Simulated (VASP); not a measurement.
# InSi3O7 (a cell with a defect) in VASP: further runs

Runs on InSi3O7 (a cell with a defect). Level: PBEsol. Tasks: single point.

Everything below comes from runs of VASP 6.6.1. Logs are shortened: lines on timing, memory, paths and dates and some standing lists are left out, and cuts for length are marked.

**1. The cell of the first run**

The cell holds a defect, 11 atoms: a = 4.194 Å, b = 4.194 Å, c = 5.357 Å, α = 90.00°, β = 90.00°, γ = 90.00°.

**2. Single point, PBEsol, collinear spin**

INCAR reads:

```
SYSTEM = InSi3O7
PREC = Accurate ; ENCUT = 520
EDIFF = 1E-6 ; ISMEAR = -1
SIGMA = 0.05 ; LREAL = .FALSE.
LASPH = .TRUE. ; NELM = 150
ALGO = Normal ; ISIF = 2
LWAVE = .FALSE. ; LCHARG = .TRUE.
ISPIN = 2 ; MAGMOM = 0.25 0 0.25 0.25 0.25 0.25 0.25 0.25 0 0.25 0
LORBIT = 11 ; GGA = PS
LELF = .TRUE. ; LVHAR = .TRUE.
NBANDS = 48 ; NELECT = 66.0
ISYM = 0
```

KPOINTS reads:

```
Automatic mesh
0
Gamma
  1 1 1
  0.25 0.25 0.25
```

POSCAR reads:

```
InSi3O7
1.0
    4.1943470000      0.0000000000      0.0000000000
    0.0000000000      4.1943470000      0.0000000000
    0.0000000000      0.0000000000      5.3570950000
Si In O
3 1 7
Direct
    0.9963210000      0.9916760000      0.9941330000
    0.9971450000      0.0020470000      0.4977140000
    0.5119730000      0.4933050000      0.7522350000
    0.5056030000      0.5004280000      0.2531060000
    0.3155680000      0.3101700000      0.4912510000
    0.6888910000      0.6905390000      0.9990040000
    0.6931400000      0.6954270000      0.4999760000
    0.1940870000      0.8131030000      0.2507880000
    0.2035820000      0.8043000000      0.7519510000
    0.8043350000      0.1898420000      0.2507260000
    0.8032350000      0.1981740000      0.7490740000
```

Potentials or basis: VASP PAW PBE potentials, release 64 (Si, In_d, O).

On the command line:

```
cat potpaw_PBE.64/Si/POTCAR potpaw_PBE.64/In_d/POTCAR potpaw_PBE.64/O/POTCAR > POTCAR
mpirun -np 1 vasp_std > vasp.out
```

OUTCAR:

```text
SYSTEM = InSi3O7
   PREC = Accurate
   ENCUT = 520
   EDIFF = 1E-6
   ISMEAR = -1
   LREAL = .FALSE.
   LASPH = .TRUE.
   NELM = 150
   ISIF = 2
   ISPIN = 2
   LORBIT = 11
   GGA = PS
   NELECT = 66.0
   ISYM = 0

 ion  position               nearest neighbor table
   1  0.996  0.992  0.994-   9 1.75  11 1.77   8 1.77  10 1.80   6 1.81   2 2.66   2 2.70   4 3.23
                             4 3.27   4 3.28   4 3.32
   2  0.997  0.002  0.498-  10 1.74   8 1.75  11 1.78   7 1.81   9 1.81   5 1.86   1 2.66   1 2.70
                             4 3.22   4 3.22   4 3.26   4 3.27
   3  0.512  0.493  0.752-   6 1.73  11 1.74   7 1.77   5 1.80   9 1.84   4 2.67   4 2.68
   4  0.506  0.500  0.253-   5 1.70   7 1.74   6 1.75  10 1.81   8 1.85   3 2.67   3 2.68   2 3.22
                             2 3.22   1 3.23   2 3.26   2 3.27   1 3.27   1 3.28   1 3.32
   5  0.316  0.310  0.491-   4 1.70   3 1.80   2 1.86
   6  0.689  0.691  0.999-   3 1.73   4 1.75   1 1.81
   7  0.693  0.695  0.500-   4 1.74   3 1.77   2 1.81
   8  0.194  0.813  0.251-   2 1.75   1 1.77   4 1.85
   9  0.204  0.804  0.752-   1 1.75   2 1.81   3 1.84
  10  0.804  0.190  0.251-   2 1.74   1 1.80   4 1.81
  11  0.803  0.198  0.749-   3 1.74   1 1.77   2 1.78

IMPORTANT INFORMATION: All symmetrisations will be switched off!
NOSYMM: (Re-)initialisation of all symmetry stuff for point group C_1.

----------------------------------------------------------------------------------------

                                     Primitive cell

  volume of cell :      94.2449

  direct lattice vectors                    reciprocal lattice vectors
     4.194347000  0.000000000  0.000000000     0.238416135  0.000000000  0.000000000
     0.000000000  4.194347000  0.000000000     0.000000000  0.238416135  0.000000000
     0.000000000  0.000000000  5.357095000     0.000000000  0.000000000  0.186668334

  length of vectors
     4.194347000  4.194347000  5.357095000     0.238416135  0.238416135  0.186668334

  position of ions in fractional coordinates (direct lattice)
     0.996321000  0.991676000  0.994133000
     0.997145000  0.002047000  0.497714000
     0.511973000  0.493305000  0.752235000
     0.505603000  0.500428000  0.253106000
     0.315568000  0.310170000  0.491251000
     0.688891000  0.690539000  0.999004000
     0.693140000  0.695427000  0.499976000
     0.194087000  0.813103000  0.250788000
     0.203582000  0.804300000  0.751951000
     0.804335000  0.189842000  0.250726000
     0.803235000  0.198174000  0.749074000

  ion indices of the primitive-cell ions
   primitive index   ion index
                 1           1
                 2           2
[... 113 lines left out ...]
 fundamental gap:      0.6760525219
 Fermi energy:         8.9276021063

 spin component 1

 k-point     1 :       0.2500    0.2500    0.2500
  band No.  band energies     occupation
      1     -13.2775      1.00000
      2     -12.1386      1.00000
      3     -11.6788      1.00000
      4     -11.1025      1.00000
      5     -10.9322      1.00000
      6     -10.3427      1.00000
[... 181 lines left out ...]
     44      20.6683      0.00000
     45      20.8950      0.00000
 Fermi energy:         8.9276021063

 spin component 2

 k-point     1 :       0.2500    0.2500    0.2500
  band No.  band energies     occupation
      1     -13.2775      1.00000
      2     -12.1386      1.00000
      3     -11.6788      1.00000
      4     -11.1025      1.00000
      5     -10.9322      1.00000
      6     -10.3427      1.00000
[... 181 lines left out ...]
     44      20.6683      0.00000
     45      20.8950      0.00000
 [bands above 45 left out]

------------------------ aborting loop because EDIFF is reached ----------------------------------------

  FORCE on cell =-STRESS in cart. coord.  units (eV):
  Direction    XX          YY          ZZ          XY          YZ          ZX
  --------------------------------------------------------------------------------------
  -------------------------------------------------------------------------------------
  Total       14.3343746     15.0198739     24.5974815     -4.6360495     -8.1728833     -8.4637920
  in kB      243.6863870    255.3399717    418.1606508    -78.8134945   -138.9401676   -143.8856558
  external PRESSURE =     305.7290032 kB  Pullay stress =       0.0000000 kB

 VOLUME and BASIS-vectors are now :
 -----------------------------------------------------------------------------
  energy-cutoff  :      520.00
  volume of cell :       94.24
      direct lattice vectors                 reciprocal lattice vectors
     4.194347000  0.000000000  0.000000000     0.238416135  0.000000000  0.000000000
     0.000000000  4.194347000  0.000000000     0.000000000  0.238416135  0.000000000
     0.000000000  0.000000000  5.357095000     0.000000000  0.000000000  0.186668334

 POSITION                                       TOTAL-FORCE (eV/Angst)
 -----------------------------------------------------------------------------------
      4.17892      4.15943      5.32566        -2.594443     -2.821590      2.080822
      4.18237      0.00859      2.66630         0.090221     -0.879717     -0.990193
      2.14739      2.06909      4.02979         1.615974      3.279493     -3.784727
      2.12067      2.09897      1.35591        -3.489054     -1.303543     -8.592400
      1.32360      1.30096      2.63168        -7.200551     -6.890345     11.786320
      2.88945      2.89636      5.35176         3.551003      3.308694     -8.804269
      2.90727      2.91686      2.67842         5.626759      5.420122      9.275674
      0.81407      3.41044      1.34350        -4.713381      5.287138     -1.954909
      0.85389      3.37351      4.02827        -0.286254      0.582700      1.338162
      3.37366      0.79626      1.34316         6.550243     -5.715021     -2.145626
      3.36905      0.83121      4.01286         0.849482     -0.267930      1.791147
 -----------------------------------------------------------------------------------
    total drift:                               -0.000338     -0.000139      0.000304

  FREE ENERGIE OF THE ION-ELECTRON SYSTEM (eV)
  ---------------------------------------------------
  free  energy   TOTEN  =       -82.3400123137 eV

  energy  without entropy=      -82.3393960684  energy(sigma->0) =      -82.33970419

 total charge

# of ion       s       p       d       tot
------------------------------------------
    1        0.605   0.816   0.000   1.421
    2        0.583   0.843   0.000   1.426
    3        0.606   0.831   0.000   1.437
    4        0.911   1.597  10.571  13.078
    5        1.570   3.637   0.000   5.207
    6        1.557   3.676   0.000   5.232
    7        1.558   3.690   0.000   5.249
    8        1.566   3.628   0.000   5.194
    9        1.551   3.574   0.000   5.125
   10        1.567   3.641   0.000   5.208
   11        1.550   3.619   0.000   5.169
--------------------------------------------------
tot         13.624  29.552  10.571  53.746

 magnetization (x)

# of ion       s       p       d       tot
------------------------------------------
    1       -0.000  -0.000   0.000  -0.000
    2       -0.000   0.000   0.000  -0.000
    3       -0.000  -0.000   0.000  -0.000
    4        0.000   0.000   0.000   0.000
    5        0.000  -0.000   0.000  -0.000
    6        0.000  -0.000   0.000  -0.000
    7        0.000  -0.000   0.000   0.000
    8       -0.000  -0.000   0.000  -0.000
    9       -0.000   0.000   0.000   0.000
   10       -0.000  -0.000   0.000  -0.000
   11        0.000   0.000   0.000   0.000
--------------------------------------------------
tot          0.000  -0.000   0.000   0.000
```

OSZICAR:

```text
N       E                     dE             d eps       ncg     rms          rms(c)
DAV:   1     0.679498060174E+03    0.67950E+03   -0.32221E+04   784   0.162E+03
DAV:   2    -0.946170453140E+01   -0.68896E+03   -0.62918E+03   896   0.447E+02
DAV:   3    -0.892330974987E+02   -0.79771E+02   -0.78383E+02   848   0.150E+02
DAV:   4    -0.921421851209E+02   -0.29091E+01   -0.28885E+01  1008   0.307E+01
DAV:   5    -0.922262493667E+02   -0.84064E-01   -0.83943E-01  1000   0.518E+00    0.329E+01
DAV:   6    -0.824046238513E+02    0.98216E+01   -0.25956E+01  1168   0.447E+01    0.169E+01
DAV:   7    -0.824437161259E+02   -0.39092E-01   -0.32966E+00  1144   0.985E+00    0.681E+00
DAV:   8    -0.823590993874E+02    0.84617E-01   -0.30572E-01  1088   0.352E+00    0.328E+00
DAV:   9    -0.823411425817E+02    0.17957E-01   -0.41102E-02  1168   0.157E+00    0.123E+00
DAV:  10    -0.823403920546E+02    0.75053E-03   -0.14068E-02  1224   0.101E+00    0.658E-01
DAV:  11    -0.823399780218E+02    0.41403E-03   -0.25117E-03  1128   0.382E-01    0.361E-01
DAV:  12    -0.823400089802E+02   -0.30958E-04   -0.64454E-04  1048   0.162E-01    0.972E-02
DAV:  13    -0.823400149061E+02   -0.59259E-05   -0.54083E-05  1096   0.518E-02    0.356E-02
DAV:  14    -0.823400134827E+02    0.14234E-05   -0.81768E-06  1032   0.197E-02    0.225E-02
DAV:  15    -0.823400122832E+02    0.11995E-05   -0.20865E-06   720   0.141E-02    0.737E-03
DAV:  16    -0.823400123137E+02   -0.30477E-07   -0.11033E-06   568   0.603E-03
   1 F= -.82340012E+02 E0= -.82339704E+02  d E =-.616245E-03  mag=     0.0000
```

stdout:

```text
POSCAR found type information on POSCAR SiInO
 POSCAR found :  3 types and      11 ions
 scaLAPACK will be used
 -----------------------------------------------------------------------------
|                                                                             |
|                                                                             |
|     You enforced a specific xc type in the INCAR file but a different       |
|     I HOPE YOU KNOW WHAT YOU ARE DOING!                                     |
|                                                                             |
 -----------------------------------------------------------------------------

 LDA part: xc-table for (Slater+PW92), standard interpolation
 POSCAR, INCAR and KPOINTS ok, starting setup
 FFT: planning ... GRIDC
 FFT: planning ... GRID_SOFT
 FFT: planning ... GRID
 WAVECAR not read
 entering main loop
 the old and the new charge density differ
 old charge density:    67.00000 new   66.00000
    0.329E+01
```

It took 68 s on 1 thread of AMD EPYC 7R13 (Zen 3), shared host; peak memory 0.19 GiB.

What came out:

| Item | Value |
| --- | --- |
| Free energy | -82.3400 eV |
| Largest force | 15.435 eV/Å |
| Net moment | 0.00 μB per cell |
| Valence electrons inside the program's atomic spheres | Si 1.42, 1.43, 1.44; In 13.08; O 5.21, 5.23, 5.25, 5.19, 5.12, 5.17 |

Forces on the atoms (eV/Å):
```
Si  -2.594 -2.822  2.081
Si   0.090 -0.880 -0.990
Si   1.616  3.279 -3.785
In  -3.489 -1.304 -8.592
O   -7.201 -6.890 11.786
O    3.551  3.309 -8.804
O    5.627  5.420  9.276
O   -4.713  5.287 -1.955
O   -0.286  0.583  1.338
O    6.550 -5.715 -2.146
O    0.849 -0.268  1.791
```

Levels at points of the mesh, in eV from the Fermi level:
Spin up:
```tsv
k point	band 30	band 31	band 32	band 33	band 34	band 35	band 36	band 37
(0.25, 0.25, 0.25)	-2.18	-1.85	-1.54	-1.45	0.32	3.72	6.23	7.94
```
Spin down:
| k point | band 29 | band 30 | band 31 | band 32 | band 33 | band 34 | band 35 | band 36 | band 37 | band 38 |
| --- | --- | --- | --- | --- | --- | --- | --- | --- | --- | --- |
| (0.25, 0.25, 0.25) | -2.52 | -2.18 | -1.85 | -1.54 | -1.45 | 0.32 | 3.72 | 6.23 | 7.94 | 8.00 |

Caveat: the k points lie up to 1.50 Å⁻¹ apart; the cell carries a net charge on a neutralising background, which shifts energy and pressure; the cell is charged against a uniform background, so pressure and absolute levels hang on convention; the PAW data sets were made with another functional, which shifts forces and pressure a little; spin-orbit coupling is left out, which moves the levels of the heavy elements.

**3. Single point, PBEsol, collinear spin**

INCAR reads:

```
SYSTEM = InSi3O7
PREC = Accurate ; ENCUT = 520
EDIFF = 1E-6 ; ISMEAR = -1
SIGMA = 0.05 ; LREAL = .FALSE.
LASPH = .TRUE. ; NELM = 150
ALGO = Normal ; ISIF = 2
LWAVE = .FALSE. ; LCHARG = .FALSE.
ISPIN = 2 ; MAGMOM = 0.25 0 0.25 0.25 0.25 0.25 0.25 0.25 0 0.25 0
LORBIT = 11 ; GGA = PS
NBANDS = 48 ; ISYM = 0
```

KPOINTS is that of step 2.

POSCAR is that of step 2.

Potentials or basis: VASP PAW PBE potentials, release 64 (Si, In_d, O).

On the command line:

```
cat potpaw_PBE.64/Si/POTCAR potpaw_PBE.64/In_d/POTCAR potpaw_PBE.64/O/POTCAR > POTCAR
mpirun -np 1 vasp_std > vasp.out
```

Run time: 91 s. Hardware: 1 thread of AMD EPYC 7R13 (Zen 3), shared host; peak memory 0.19 GiB.

The run converged. Its results:

* Free energy: -72.8401 eV
* Pressure: 58.7 GPa
* Largest force: 15.304 eV/Å
* Band gap on the k mesh: 0.66 eV
* Net moment: 1.00 μB per cell
* Site moments: Si +0.06, +0.01, +0.11; In +0.06; O +0.06, +0.04, +0.01, +0.03, +0.05 μB
* Valence electrons inside the program's atomic spheres: Si 1.46, 1.49; In 13.19; O 5.26, 5.27, 5.29, 5.24, 5.17, 5.25, 5.21

Forces on the atoms (eV/Å):
```
Si  -1.047 -1.301  1.523
Si   0.501 -0.520 -0.551
Si  -0.271  1.477 -1.899
In  -4.145 -1.968 -9.478
O   -7.514 -7.186 11.230
O    4.695  4.474 -8.893
O    6.070  5.868  9.695
O   -5.079  5.227 -1.438
O   -0.613  0.531  0.512
O    6.549 -6.083 -1.604
O    0.854 -0.519  0.903
```

Stress tensor (GPa, compression positive):
```
 51.85 -11.82 -12.07
-11.82  53.94 -11.53
-12.07 -11.53  70.32
```

Levels at points of the mesh, in eV from the valence-band top:
Spin up:
```csv
k point,band 30,band 31,band 32,band 33,band 34,band 35,band 36,band 37,band 38,band 39
"(0.25, 0.25, 0.25)",-3.03,-2.68,-2.40,-2.28,-0.47,2.93,5.49,7.03,7.11,7.65
```
Spin down:
| k point | band 29 | band 30 | band 31 | band 32 | band 33 | band 34 | band 35 | band 36 | band 37 | band 38 |
| --- | --- | --- | --- | --- | --- | --- | --- | --- | --- | --- |
| (0.25, 0.25, 0.25) | -3.34 | -2.97 | -2.62 | -2.33 | -2.15 | 0.66 | 3.65 | 5.83 | 7.14 | 7.45 |

Caveat: the k points lie up to 1.50 Å⁻¹ apart; the PAW data sets were made with another functional, which shifts forces and pressure a little; spin-orbit coupling is left out, which moves the levels of the heavy elements.

**4. Single point, PBEsol, collinear spin**

INCAR reads:

```
SYSTEM = InSi3O7
ALGO = Normal
EDIFF = 1E-7
ENCUT = 520
GGA = PS
ISIF = 2
ISMEAR = 1
ISPIN = 2
ISYM = 0
LASPH = .TRUE.
LCHARG = .TRUE.
LELF = .TRUE.
LORBIT = 11
LREAL = .FALSE.
LVHAR = .TRUE.
LWAVE = .FALSE.
MAGMOM = 0.25 0 0.25 0.25 0.25 0.25 0.25 0.25 0 0.25 0
NBANDS = 48
NELECT = 66.0
NELM = 150
PREC = Accurate
SIGMA = 0.05
```

KPOINTS is that of step 3.

POSCAR is that of step 3.

On the command line:

```
cat potpaw_PBE.64/Si/POTCAR potpaw_PBE.64/In_d/POTCAR potpaw_PBE.64/O/POTCAR > POTCAR
mpirun -np 1 vasp_std > vasp.out
```

Run time: 84 s. Hardware: 1 thread of AMD EPYC 7R13 (Zen 3), shared host; peak memory 0.19 GiB.

It converged, with:

| Quantity | Value |
| --- | --- |
| Free energy | -82.3385 eV |
| Largest force | 15.437 eV/Å |
| Net moment | 0.00 μB per cell |
| Valence electrons inside the program's atomic spheres | Si 1.42, 1.43, 1.44; In 13.08; O 5.21, 5.23, 5.25, 5.19, 5.12, 5.17 |

Forces in eV/Å, atoms in the order of the input:
```
Si  -2.596 -2.822  2.083
Si   0.091 -0.880 -0.992
Si   1.617  3.280 -3.786
In  -3.488 -1.304 -8.592
O   -7.201 -6.891 11.789
O    3.550  3.309 -8.806
O    5.626  5.420  9.275
O   -4.713  5.288 -1.954
O   -0.286  0.584  1.339
O    6.550 -5.716 -2.147
O    0.849 -0.268  1.792
```

Levels at points of the mesh, in eV from the Fermi level:
Spin up:
| k point | band 29 | band 30 | band 31 | band 32 | band 33 | band 34 | band 35 | band 36 | band 37 | band 38 |
| --- | --- | --- | --- | --- | --- | --- | --- | --- | --- | --- |
| (0.25, 0.25, 0.25) | -2.20 | -1.87 | -1.54 | -1.22 | -1.14 | 0.64 | 4.03 | 6.55 | 8.25 | 8.32 |
Spin down:
| k point | band 29 | band 30 | band 31 | band 32 | band 33 | band 34 | band 35 | band 36 | band 37 | band 38 |
| --- | --- | --- | --- | --- | --- | --- | --- | --- | --- | --- |
| (0.25, 0.25, 0.25) | -2.20 | -1.87 | -1.54 | -1.22 | -1.14 | 0.64 | 4.03 | 6.55 | 8.25 | 8.32 |

Caveat: the k points lie up to 1.50 Å⁻¹ apart; the cell carries a net charge on a neutralising background, which shifts energy and pressure; the cell is charged against a uniform background, so pressure and absolute levels hang on convention; the PAW data sets were made with another functional, which shifts forces and pressure a little; spin-orbit coupling is left out, which moves the levels of the heavy elements.
